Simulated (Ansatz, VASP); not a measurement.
**Two plane-wave programs on F**

```
F
1.0
     0.00000    2.29129    2.29129
     2.29129    0.00000    2.29129
     2.29129    2.29129    0.00000
F
2
Cartesian
  -0.5728 -0.5728 -0.5728
  0.5728 0.5728 0.5728
```

Change from the starting cell: volume scaled by 0.88, PAW files.

Alike in both runs: task single point; functional PBEsol; k mesh 14 × 14 × 14; occupations fermi-dirac, width 0.08 eV; no spin polarisation.

|  | VASP | Ansatz |
| --- | --- | --- |
| version | VASP 6.6.1 | Ansatz 0.2.0 |
| potentials or method | VASP PAW PBE potentials, release 64 (F) | PAW with Ansatz's default frozen-core files, scalar-relativistic |
| plane-wave cutoff (eV) | 520 | 420 |
| valence electrons in the cell | 14 | 14 |

Ansatz gave:

```
pressure (GPa) : 8.1
```

**Question.** What did VASP give for the same quantities?

**Answer.** Pressure (GPa): 7.5.

VASP's potentials were made for PBE, not for PBEsol.
